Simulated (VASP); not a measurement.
# HfTeSe5 (P4/mmm) in VASP: notebook, part 2 of 2

VASP 6.6.1. Earlier steps stand in the parts before.

## 3. Single point, PBE

This run uses another cell than the first one, of 24.00 Å³/atom.

Contents of INCAR:

```
SYSTEM = HfTeSe5
ALGO = Normal ; EDIFF = 1E-6
ENCUT = 500 ; GGA = PE
GGA_COMPAT = .False. ; ISIF = 2
ISMEAR = 0 ; LASPH = .True.
LCHARG = .False. ; LREAL = .False.
LWAVE = .False. ; NBANDS = 32
NELM = 120 ; PREC = Accurate
SIGMA = 0.15
```

Contents of KPOINTS:

```
k-points
0
Gamma
  3 3 2
  0 0 0
```

Contents of POSCAR:

```
HfTeSe5
1.0
    4.8307968379      0.0000000000      0.0000000000
    0.0000000000      4.8307968379      0.0000000000
    0.0000000000      0.0000000000      7.1976740608
Hf Te Se
1 1 5
Direct
    0.0000000000      0.0000000000      0.0000000000
    0.5000000000      0.5000000000      0.5000000000
    0.0000000000      0.0000000000      0.5000000000
    0.0000000000      0.5000000000      0.1782092334
    0.0000000000      0.5000000000      0.8217907666
    0.5000000000      0.0000000000      0.8217907666
    0.5000000000      0.0000000000      0.1782092334
```

Potentials or basis: VASP PAW PBE potentials, release 64 (Hf_pv, Te, Se).

Started as:

```bash
cat potpaw_PBE.64/Hf_pv/POTCAR potpaw_PBE.64/Te/POTCAR potpaw_PBE.64/Se/POTCAR > POTCAR
mpirun -np 1 vasp_std > vasp.out
```

OUTCAR:

```text
SYSTEM = HfTeSe5
   EDIFF = 1E-6
   ENCUT = 500
   GGA = PE
   ISIF = 2
   ISMEAR = 0
   LASPH = .True.
   LREAL = .False.
   NELM = 120
   PREC = Accurate

 ion  position               nearest neighbor table
   1  0.000  0.000  0.000-   4 2.73   5 2.73   6 2.73   7 2.73   4 2.73   5 2.73   6 2.73   7 2.73

   2  0.500  0.500  0.500-
   3  0.000  0.000  0.500-
   4  0.000  0.500  0.178-   5 2.57   1 2.73   1 2.73
   5  0.000  0.500  0.822-   4 2.57   1 2.73   1 2.73
   6  0.500  0.000  0.822-   7 2.57   1 2.73   1 2.73
   7  0.500  0.000  0.178-   6 2.57   1 2.73   1 2.73

  LATTYP: Found a simple tetragonal cell.
 ALAT       =     4.8307968379
 C/A-ratio  =     1.4899558608

  Lattice vectors:

 A1 = (   4.8307968379,   0.0000000000,   0.0000000000)
 A2 = (   0.0000000000,   4.8307968379,   0.0000000000)
 A3 = (   0.0000000000,   0.0000000000,   7.1976740608)

Analysis of symmetry for initial positions (statically):
=====================================================================
 Subroutine PRICEL returns:
 Original cell was already a primitive cell.

 Routine SETGRP: Setting up the symmetry group for a
 simple tetragonal supercell.

 Subroutine GETGRP returns: Found 16 space group operations
 (whereof 16 operations were pure point group operations)
 out of a pool of 16 trial point group operations.

The static configuration has the point symmetry D_4h.

Analysis of symmetry for dynamics (positions and initial velocities):
=====================================================================
 Subroutine PRICEL returns:
 Original cell was already a primitive cell.

 Routine SETGRP: Setting up the symmetry group for a
 simple tetragonal supercell.

 Subroutine GETGRP returns: Found 16 space group operations
 (whereof 16 operations were pure point group operations)
 out of a pool of 16 trial point group operations.

The dynamic configuration has the point symmetry D_4h.

 Subroutine INISYM returns: Found 16 space group operations
 (whereof 16 operations are pure point group operations),
 and found     1 'primitive' translations

----------------------------------------------------------------------------------------

                                     Primitive cell

  volume of cell :     167.9692

  direct lattice vectors                    reciprocal lattice vectors
     4.830796838  0.000000000  0.000000000     0.207005186  0.000000000  0.000000000
     0.000000000  4.830796838  0.000000000     0.000000000  0.207005186  0.000000000
     0.000000000  0.000000000  7.197674061     0.000000000  0.000000000  0.138933771

  length of vectors
     4.830796838  4.830796838  7.197674061     0.207005186  0.207005186  0.138933771

  position of ions in fractional coordinates (direct lattice)
     0.000000000  0.000000000  0.000000000
     0.500000000  0.500000000  0.500000000
     0.000000000  0.000000000  0.500000000
     0.000000000  0.500000000  0.178209233
     0.000000000  0.500000000  0.821790767
     0.500000000  0.000000000  0.821790767
     0.500000000  0.000000000  0.178209233

  ion indices of the primitive-cell ions
   primitive index   ion index
                 1           1
                 2           2
[... 29 lines left out ...]

 Found      6 irreducible k-points:

 Following reciprocal coordinates:
            Coordinates               Weight
  0.000000  0.000000  0.000000      1.000000
  0.333333  0.000000  0.000000      4.000000
  0.333333  0.333333  0.000000      4.000000
  0.000000  0.000000  0.500000      1.000000
  0.333333  0.000000  0.500000      4.000000
  0.333333  0.333333  0.500000      4.000000
   k-points           NKPTS =      6   k-points in BZ     NKDIM =      6   number of bands    NBANDS=     32
   number of dos      NEDOS =    301   number of ions     NIONS =      7
   total plane-waves  NPLWV =  69984
   dimension x,y,z NGX =    36 NGY =   36 NGZ =   54
   dimension x,y,z NGXF=    72 NGYF=   72 NGZF=  108
   ions per type =               1   1   5
   NGX,Y,Z   is equivalent  to a cutoff of  12.39, 12.39, 12.47 a.u.
   NGXF,Y,Z  is equivalent  to a cutoff of  24.78, 24.78, 24.94 a.u.
 SYSTEM =  HfTeSe5
   PREC   = accura    normal or accurate (medium, high low for compatibility)
   ISTART =      0    job   : 0-new  1-cont  2-samecut
   ICHARG =      2    charge: 1-file 2-atom 10-const
   ISPIN  =      1    spin polarized calculation?
   LNONCOLLINEAR =      F non collinear calculations
   LSORBIT =      F    spin-orbit coupling
   LASPH  =      T    aspherical Exc in radial PAW
   ENCUT  =  500.0 eV  36.75 Ry    6.06 a.u.   8.81  8.81 13.12*2*pi/ulx,y,z
   NELM   =    120;   NELMIN=  2; NELMDL= -5     # of ELM steps
   EDIFF  = 0.1E-05   stopping-criterion for ELM
   LREAL  =      F    real-space projection
   EDIFFG = 0.1E-04   stopping-criterion for IOM
   NSW    =      0    number of steps for IOM
   IBRION =     -1    ionic relax: 0-MD 1-quasi-New 2-CG
   NFREE  =      0    steps in history (QN), initial steepest desc. (CG)
   ISIF   =      2    stress and relaxation
   ISYM   =      2    0-nonsym 1-usesym 2-fastsym
   POTIM  = 0.5000    time-step for ionic-motion
   TEBEG  =    0.0;   TEEND  =   0.0 temperature during run
   PSTRESS=    0.0 pullay stress
   NELECT =      46.0000    total number of electrons
   NUPDOWN=      -1.0000    fix difference up-down
   EMIN   =  10.00;   EMAX   =-10.00  energy-range for DOS
   EFERMI =   0.00;   METHOD = LEGACY
   ISMEAR =     0;   SIGMA  =   0.15  broadening in eV -4-tet -1-fermi 0-gaus
   EFERMI_NEDOS =   21; number of points for ismear=-14 and -15
   IALGO  =     38    algorithm
   IMIX   =      4    mixing-type and parameters
     AMIX     =   0.40;   BMIX     =  1.00
     AMIX_MAG =   1.60;   BMIX_MAG =  1.00
  volume/ion in A,a.u.               =      24.00       161.93
  Fermi-wavevector in a.u.,A,eV,Ry     =   1.063125  2.009014 15.377768  1.130234
  Thomas-Fermi vector in A             =   2.198599
   LORBIT       =      0    0 simple, 1 ext, 2 COOP (PROOUT), +10 PAW based schemes
   GGA     = PE    functional components
   LHFCALC =     F    Hartree Fock is set to
   AEXX    =    0.0000 exact exchange contribution
   IVDW    =     0    specifies the selected vdW correction
   LEPSILON=     F    determine dielectric tensor
   LRPA    =     F    only Hartree local field effects (RPA)
 non-spin polarized calculation
 Gauss-broadening in eV      SIGMA  =   0.15
  energy-cutoff  :      500.00
  volume of cell :      167.97
 maximum number of plane-waves:      4290
 NGX is ok and might be reduce to    36
   NGX = 17   NGY = 17   NGZ = 27

 number of electron      45.9999996 magnetization

 Free energy of the ion-electron system (eV)
  ---------------------------------------------------
  ext. energy  EPLUGINS =         0.00000000
  ---------------------------------------------------
  free energy    TOTEN  =       -31.58561656 eV

  energy without entropy =      -31.53193923  energy(sigma->0) =      -31.55877789

 E-fermi :   4.5783     XC(G=0):  -9.9670

 val. band max:        4.5121231275   @ k =   0.3333   0.0000   0.0000
 cond. band min:       4.5971709046   @ k =   0.3333   0.3333   0.0000
 fundamental gap:      0.0850477771
 Fermi energy:         4.5783014565

 k-point     1 :       0.0000    0.0000    0.0000
  band No.  band energies     occupation
      1     -26.7024      2.00000
      2     -26.6995      2.00000
      3     -26.6995      2.00000
      4     -10.3787      2.00000
      5      -8.9539      2.00000
      6      -8.0050      2.00000
[... 199 lines left out ...]
     31       8.7906      0.00000
     32       9.0369      0.00000

------------------------ aborting loop because EDIFF is reached ----------------------------------------

  FORCE on cell =-STRESS in cart. coord.  units (eV):
  Direction    XX          YY          ZZ          XY          YZ          ZX
  --------------------------------------------------------------------------------------
  -------------------------------------------------------------------------------------
  Total       -0.3411388     -0.3411388      0.1756580      0.0000000      0.0000000      0.0000000
  in kB       -3.2539581     -3.2539581      1.6755168      0.0000000      0.0000000      0.0000000
  external PRESSURE =      -1.6107998 kB  Pullay stress =       0.0000000 kB

 VOLUME and BASIS-vectors are now :
 -----------------------------------------------------------------------------
  energy-cutoff  :      500.00
  volume of cell :      167.97
      direct lattice vectors                 reciprocal lattice vectors
     4.830796838  0.000000000  0.000000000     0.207005186  0.000000000  0.000000000
     0.000000000  4.830796838  0.000000000     0.000000000  0.207005186  0.000000000
     0.000000000  0.000000000  7.197674061     0.000000000  0.000000000  0.138933771

 POSITION                                       TOTAL-FORCE (eV/Angst)
 -----------------------------------------------------------------------------------
      0.00000      0.00000      0.00000         0.000000      0.000000     -0.000000
      2.41540      2.41540      3.59884         0.000000      0.000000     -0.000000
      0.00000      0.00000      3.59884         0.000000      0.000000     -0.000000
      0.00000      2.41540      1.28269        -0.000000      0.000000     -0.033567
      0.00000      2.41540      5.91498         0.000000      0.000000      0.033567
      2.41540      0.00000      5.91498         0.000000     -0.000000      0.033567
      2.41540      0.00000      1.28269         0.000000     -0.000000     -0.033567
 -----------------------------------------------------------------------------------
    total drift:                                0.000000      0.000000     -0.000000

  FREE ENERGIE OF THE ION-ELECTRON SYSTEM (eV)
  ---------------------------------------------------
  free  energy   TOTEN  =       -31.5856165595 eV

  energy  without entropy=      -31.5319392259  energy(sigma->0) =      -31.55877789
```

It took 39 s on 1 thread of Intel Xeon Platinum 8259CL at 2.50GHz (Skylake/Cascade Lake), shared host; peak memory 0.26 GiB.

What came out:

* Free energy: -31.5856 eV
* Pressure: -0.2 GPa
* Largest force: 0.034 eV/Å
* Band gap on the k mesh: zero (bands 23 and 24 overlap by 0.38 eV)

Forces on the atoms (eV/Å):
```
Hf   0.000  0.000  0.000
Te   0.000  0.000  0.000
Se   0.000  0.000  0.000
Se   0.000  0.000 -0.034
Se   0.000  0.000  0.034
Se   0.000  0.000  0.034
Se   0.000  0.000 -0.034
```

Caveat: the k points lie up to 0.44 Å⁻¹ apart; spin-orbit coupling is left out, which moves the levels of the heavy elements.

The gap in the log of VASP goes by the Fermi energy; the results here count the filled bands.